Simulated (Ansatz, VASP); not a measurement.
**One calculation of Pb, two programs**

```xyz
3
Lattice="5.5661 0.0000 0.0000 -2.7830 4.8203 0.0000 0.0000 0.0000 3.3590" Properties=species:S:1:pos:R:3 pbc="T T T"
Pb    2.7830    4.8203    0.0000
Pb    0.0000    3.2136    1.6795
Pb    2.7830    1.6068    1.6795
```

Alike in both runs: task single point; functional r2SCAN; k mesh 7 × 7 × 10; occupations fermi-dirac, width 0.1 eV; no spin polarisation.

|  | VASP | Ansatz |
| --- | --- | --- |
| version | VASP 6.6.1 | Ansatz 0.2.0 |
| potentials or method | VASP PAW PBE potentials, release 64 (Pb_d), cutoff 520 eV | plane waves (500 eV) with PAW, scalar-relativistic |
| valence electrons in the cell | 42 | 42 |

```csv
,VASP,Ansatz,Ansatz less VASP
pressure (GPa),2.0,2.0,-0.01
"traceless stress, the component that is largest in VASP (GPa)",-0.57,-0.57,+0.008
```

VASP's potentials were made for PBE, not for r2SCAN.

Spin-orbit coupling is off throughout.
